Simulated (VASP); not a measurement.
# Cd3Ga2O (P3m1) in VASP: single point with PBE

Aim: the single point of Cd3Ga2O with PBE.

All numbers are computed with VASP 6.6.1; they aren't measurements. Logs are shortened: lines on timing, memory, paths and dates and some standing lists are left out, and cuts for length are marked.

## 1. The cell of the first run

Symmetry: P3m1, No. 156, trigonal system. Conventional cell: a = 3.387 Å, b = 3.387 Å, c = 12.705 Å, α = 90.00°, β = 90.00°, γ = 120.00°. Cd (site symmetry 3m) has 4 Ga at 2.66 to 2.87 Å and 6 Cd at 3.39 Å within 3.5 Å. Within 2.9 Å of Cd (site symmetry 3m) lie 3 O at 2.21 Å and 1 Ga at 2.68 Å. Within 2.9 Å of Cd (site symmetry 3m) lie 1 O at 2.15 Å and 3 Ga at 2.86 Å. Within 3.5 Å of Ga (site symmetry 3m) lie 4 Cd at 2.66 to 2.86 Å and 6 Ga at 3.39 Å. Ga (site symmetry 3m) has 4 Cd at 2.68 to 2.87 Å and 6 Ga at 3.39 Å within 3.5 Å. O (site symmetry 3m) has 4 Cd at 2.15 to 2.21 Å within 2.8 Å.

The cell was generated, and may not be a known phase.

## 2. Single point, PBE

INCAR

```
PREC     = Accurate       # precision mode
ENCUT    = 700            # plane-wave cutoff, eV
EDIFF    = 1E-6           # SCF threshold, eV
ISMEAR   = 0              # smearing method
SIGMA    = 0.1            # smearing width, eV
LREAL    = F              # projectors in reciprocal space
LASPH    = T              # aspherical terms in the spheres
NELM     = 120            # most SCF steps
ALGO     = Normal         # electronic algorithm
ISIF     = 2              # what is computed and relaxed
LWAVE    = F              # write WAVECAR
LCHARG   = F              # write CHGCAR
GGA      = PE             # functional
NBANDS   = 55             # bands
GGA_COMPAT= F
```

KPOINTS

```
regular mesh
0
Gamma
  6 6 2
```

POSCAR

```
Cd3Ga2O
1.0
    3.3872406404      0.0000000024      0.0000000000
   -1.6936203223      2.9334364421      0.0000000000
    0.0000000000      0.0000000000     12.7050004614
Cd Ga O
3 2 1
Direct
    0.0000000000      0.0000000000      0.2221791961
    0.6666666667      0.3333333333      0.5984574900
    0.3333333333      0.6666666667      0.8489307609
    0.0000000000      0.0000000000      1.0130474321
    0.6666666667      0.3333333333      0.3873633059
    0.3333333333      0.6666666667      0.6800218050
```

Potentials or basis: VASP PAW PBE potentials, release 64 (Cd_sv_GW, Ga_d, O).

The run is started by

```console
$ cat potpaw_PBE.64/Cd_sv_GW/POTCAR potpaw_PBE.64/Ga_d/POTCAR potpaw_PBE.64/O/POTCAR > POTCAR
$ mpirun -np 1 vasp_std > vasp.out
```

OUTCAR:

```text
PREC = Accurate
   ENCUT = 700
   EDIFF = 1E-6
   ISMEAR = 0
   LREAL = F
   LASPH = T
   NELM = 120
   ISIF = 2
   GGA = PE

 ion  position               nearest neighbor table
   1  0.000  0.000  0.222-   4 2.66
   2  0.667  0.333  0.598-   6 2.21   6 2.21   6 2.21   5 2.68
   3  0.333  0.667  0.849-   6 2.15
   4  0.000  0.000  0.013-   1 2.66
   5  0.667  0.333  0.387-   2 2.68
   6  0.333  0.667  0.680-   3 2.15   2 2.21   2 2.21   2 2.21

  LATTYP: Found a hexagonal cell.
 ALAT       =     3.3872406404
 C/A-ratio  =     3.7508408201

  Lattice vectors:

 A1 = (   3.3872406404,   0.0000000024,   0.0000000000)
 A2 = (  -1.6936203223,   2.9334364421,   0.0000000000)
 A3 = (   0.0000000000,   0.0000000000,  12.7050004614)

Analysis of symmetry for initial positions (statically):
=====================================================================
 Subroutine PRICEL returns:
 Original cell was already a primitive cell.

 Routine SETGRP: Setting up the symmetry group for a
 hexagonal supercell.

 Subroutine GETGRP returns: Found  6 space group operations
 (whereof  6 operations were pure point group operations)
 out of a pool of 24 trial point group operations.

The static configuration has the point symmetry C_3v.

Analysis of symmetry for dynamics (positions and initial velocities):
=====================================================================
 Subroutine PRICEL returns:
 Original cell was already a primitive cell.

 Routine SETGRP: Setting up the symmetry group for a
 hexagonal supercell.

 Subroutine GETGRP returns: Found  6 space group operations
 (whereof  6 operations were pure point group operations)
 out of a pool of 24 trial point group operations.

The dynamic configuration has the point symmetry C_3v.

 Subroutine INISYM returns: Found  6 space group operations
 (whereof  6 operations are pure point group operations),
 and found     1 'primitive' translations

----------------------------------------------------------------------------------------

                                     Primitive cell

  volume of cell :     126.2401

  direct lattice vectors                    reciprocal lattice vectors
     3.387240640  0.000000002  0.000000000     0.295225555  0.170448554  0.000000000
    -1.693620322  2.933436442  0.000000000    -0.000000000  0.340897108  0.000000000
     0.000000000  0.000000000 12.705000461     0.000000000  0.000000000  0.078709167

  length of vectors
     3.387240640  3.387240640 12.705000461     0.340897108  0.340897108  0.078709167

  position of ions in fractional coordinates (direct lattice)
     0.000000000  0.000000000  0.222179196
     0.666666667  0.333333333  0.598457490
     0.333333333  0.666666667  0.848930761
     0.000000000  0.000000000  0.013047432
     0.666666667  0.333333333  0.387363306
     0.333333333  0.666666667  0.680021805

  ion indices of the primitive-cell ions
   primitive index   ion index
                 1           1
                 2           2
                 3           3
                 4           4
                 5           5
                 6           6

----------------------------------------------------------------------------------------

 KPOINTS: regular mesh

Automatic generation of k-mesh.
 Grid dimensions read from file:
 generate k-points for:    6    6    2

 Generating k-lattice:

  Cartesian coordinates                     Fractional coordinates (reciprocal lattice)
     0.049204259  0.028408092  0.000000000     0.166666667  0.000000000  0.000000000
    -0.000000000  0.056816185  0.000000000     0.000000000  0.166666667  0.000000000
     0.000000000  0.000000000  0.039354583     0.000000000  0.000000000  0.500000000

  Length of vectors
     0.056816185  0.056816185  0.039354583

  Shift w.r.t. Gamma in fractional coordinates (k-lattice)
     0.000000000  0.000000000  0.000000000

 Subroutine IBZKPT returns following result:
 ===========================================

 Found     14 irreducible k-points:

 Following reciprocal coordinates:
            Coordinates               Weight
  0.000000  0.000000  0.000000      1.000000
  0.166667  0.000000  0.000000      6.000000
  0.333333  0.000000  0.000000      6.000000
  0.500000  0.000000  0.000000      3.000000
  0.166667  0.166667  0.000000      6.000000
  0.333333  0.166667  0.000000     12.000000
  0.333333  0.333333  0.000000      2.000000
  0.000000  0.000000  0.500000      1.000000
  0.166667  0.000000  0.500000      6.000000
  0.333333  0.000000  0.500000      6.000000
  0.500000  0.000000  0.500000      3.000000
  0.166667  0.166667  0.500000      6.000000
  0.333333  0.166667  0.500000     12.000000
  0.333333  0.333333  0.500000      2.000000
   k-points           NKPTS =     14   k-points in BZ     NKDIM =     14   number of bands    NBANDS=     55
   number of dos      NEDOS =    301   number of ions     NIONS =      6
   total plane-waves  NPLWV = 100800
   dimension x,y,z NGX =    30 NGY =   30 NGZ =  112
   dimension x,y,z NGXF=    60 NGYF=   60 NGZF=  224
   ions per type =               3   2   1
   NGX,Y,Z   is equivalent  to a cutoff of  14.72, 14.72, 14.66 a.u.
   NGXF,Y,Z  is equivalent  to a cutoff of  29.45, 29.45, 29.31 a.u.
 SYSTEM =  unknown system
   PREC   = accura    normal or accurate (medium, high low for compatibility)
   ISTART =      0    job   : 0-new  1-cont  2-samecut
   ICHARG =      2    charge: 1-file 2-atom 10-const
   ISPIN  =      1    spin polarized calculation?
   LNONCOLLINEAR =      F non collinear calculations
   LSORBIT =      F    spin-orbit coupling
   LASPH  =      T    aspherical Exc in radial PAW
   ENCUT  =  700.0 eV  51.45 Ry    7.17 a.u.   7.31  7.31 27.41*2*pi/ulx,y,z
   NELM   =    120;   NELMIN=  2; NELMDL= -5     # of ELM steps
   EDIFF  = 0.1E-05   stopping-criterion for ELM
   LREAL  =      F    real-space projection
   EDIFFG = 0.1E-04   stopping-criterion for IOM
   NSW    =      0    number of steps for IOM
   IBRION =     -1    ionic relax: 0-MD 1-quasi-New 2-CG
   NFREE  =      0    steps in history (QN), initial steepest desc. (CG)
   ISIF   =      2    stress and relaxation
   ISYM   =      2    0-nonsym 1-usesym 2-fastsym
   POTIM  = 0.5000    time-step for ionic-motion
   TEBEG  =    0.0;   TEEND  =   0.0 temperature during run
   PSTRESS=    0.0 pullay stress
   NELECT =      92.0000    total number of electrons
   NUPDOWN=      -1.0000    fix difference up-down
   EMIN   =  10.00;   EMAX   =-10.00  energy-range for DOS
   EFERMI =   0.00;   METHOD = LEGACY
   ISMEAR =     0;   SIGMA  =   0.10  broadening in eV -4-tet -1-fermi 0-gaus
   EFERMI_NEDOS =   21; number of points for ismear=-14 and -15
   IALGO  =     38    algorithm
   IMIX   =      4    mixing-type and parameters
     AMIX     =   0.40;   BMIX     =  1.00
     AMIX_MAG =   1.60;   BMIX_MAG =  1.00
  volume/ion in A,a.u.               =      21.04       141.99
  Fermi-wavevector in a.u.,A,eV,Ry     =   1.473234  2.784008 29.530322  2.170417
  Thomas-Fermi vector in A             =   2.588152
   LORBIT       =      0    0 simple, 1 ext, 2 COOP (PROOUT), +10 PAW based schemes
   GGA     = PE    functional components
   LHFCALC =     F    Hartree Fock is set to
   AEXX    =    0.0000 exact exchange contribution
   IVDW    =     0    specifies the selected vdW correction
   LEPSILON=     F    determine dielectric tensor
   LRPA    =     F    only Hartree local field effects (RPA)
 non-spin polarized calculation
 Gauss-broadening in eV      SIGMA  =   0.10
  energy-cutoff  :      700.00
  volume of cell :      126.24
 maximum number of plane-waves:      5370
 NGX is ok and might be reduce to    30
   NGX = 15   NGY = 15   NGZ = 55

 number of electron      92.0000024 magnetization

 Free energy of the ion-electron system (eV)
  ---------------------------------------------------
  ext. energy  EPLUGINS =         0.00000000
  ---------------------------------------------------
  free energy    TOTEN  =       -14.55970544 eV

  energy without entropy =      -14.54110514  energy(sigma->0) =      -14.55040529

 E-fermi :   4.3909     XC(G=0): -10.3601

 val. band max:        4.2461895371   @ k =   0.3333   0.0000   0.0000
 cond. band min:       4.3983811954   @ k =   0.3333   0.1667   0.0000
 fundamental gap:      0.1521916582
 Fermi energy:         4.3909254719

 k-point     1 :       0.0000    0.0000    0.0000
  band No.  band energies     occupation
      1     -98.3548      2.00000
      2     -98.2729      2.00000
      3     -97.4495      2.00000
      4     -59.3965      2.00000
      5     -59.3867      2.00000
      6     -59.3867      2.00000
[... 47 lines left out ...]
     54      14.2598      0.00000
     55      14.9763      0.00000

 k-point     2 :       0.1667    0.0000    0.0000
  band No.  band energies     occupation
      1     -98.3547      2.00000
      2     -98.2728      2.00000
      3     -97.4493      2.00000
      4     -59.3962      2.00000
      5     -59.3889      2.00000
      6     -59.3873      2.00000
[... 47 lines left out ...]
     54      12.8002      0.00000
     55      13.1729      0.00000

 k-point     3 :       0.3333    0.0000    0.0000
  band No.  band energies     occupation
      1     -98.3544      2.00000
      2     -98.2725      2.00000
      3     -97.4491      2.00000
      4     -59.3958      2.00000
      5     -59.3933      2.00000
      6     -59.3885      2.00000
[... 572 lines left out ...]
 k-point    13 :       0.3333    0.1667    0.5000
  band No.  band energies     occupation
      1     -98.3543      2.00000
      2     -98.2724      2.00000
      3     -97.4490      2.00000
      4     -59.3956      2.00000
      5     -59.3944      2.00000
      6     -59.3902      2.00000
[... 47 lines left out ...]
     54       9.8190      0.00000
     55      10.2813      0.00000

 k-point    14 :       0.3333    0.3333    0.5000
  band No.  band energies     occupation
      1     -98.3543      2.00000
      2     -98.2724      2.00000
      3     -97.4489      2.00000
      4     -59.3955      2.00000
      5     -59.3930      2.00000
      6     -59.3930      2.00000
[... 47 lines left out ...]
     54       9.0106      0.00000
     55       9.0978      0.00000

------------------------ aborting loop because EDIFF is reached ----------------------------------------

  FORCE on cell =-STRESS in cart. coord.  units (eV):
  Direction    XX          YY          ZZ          XY          YZ          ZX
  --------------------------------------------------------------------------------------
  -------------------------------------------------------------------------------------
  Total        0.1817742      0.1817742      0.1143771     -0.0000000     -0.0000000     -0.0000000
  in kB        2.3069889      2.3069889      1.4516175     -0.0000000     -0.0000000     -0.0000000
  external PRESSURE =       2.0218651 kB  Pullay stress =       0.0000000 kB

 VOLUME and BASIS-vectors are now :
 -----------------------------------------------------------------------------
  energy-cutoff  :      700.00
  volume of cell :      126.24
      direct lattice vectors                 reciprocal lattice vectors
     3.387240640  0.000000002  0.000000000     0.295225555  0.170448554  0.000000000
    -1.693620322  2.933436442  0.000000000    -0.000000000  0.340897108  0.000000000
     0.000000000  0.000000000 12.705000461     0.000000000  0.000000000  0.078709167

 POSITION                                       TOTAL-FORCE (eV/Angst)
 -----------------------------------------------------------------------------------
      0.00000      0.00000      2.82279         0.000000      0.000000     -0.001307
      1.69362      0.97781      7.60340        -0.000000      0.000000     -0.022833
     -0.00000      1.95562     10.78567        -0.000000     -0.000000     -0.001492
      0.00000      0.00000      0.16577         0.000000      0.000000     -0.001333
      1.69362      0.97781      4.92145         0.000000     -0.000000      0.017084
     -0.00000      1.95562      8.63968         0.000000     -0.000000      0.009881
 -----------------------------------------------------------------------------------
    total drift:                                0.000000      0.000000     -0.001222

  FREE ENERGIE OF THE ION-ELECTRON SYSTEM (eV)
  ---------------------------------------------------
  free  energy   TOTEN  =       -14.5597054409 eV

  energy  without entropy=      -14.5411051412  energy(sigma->0) =      -14.55040529
```

It took 3.6 min on 1 thread of Intel Xeon Platinum 8259CL at 2.50GHz (Skylake/Cascade Lake), shared host; peak memory 0.38 GiB.

What came out:

```yaml
Free_energy: -14.5597 eV
Pressure: 0.2 GPa
Largest_force: 0.023 eV/Å
Band_gap_on_the_k_mesh: zero (bands 46 and 47 overlap by 2.15 eV)
```

Forces on the atoms (eV/Å):
```
Cd   0.000  0.000 -0.001
Cd   0.000  0.000 -0.023
Cd   0.000  0.000 -0.001
Ga   0.000  0.000 -0.001
Ga   0.000  0.000  0.017
O    0.000  0.000  0.010
```

Stress tensor (GPa, compression positive):
```
0.23 0.00 0.00
0.00 0.23 0.00
0.00 0.00 0.15
```

The gap in the log of VASP goes by the Fermi energy; the results here count the filled bands.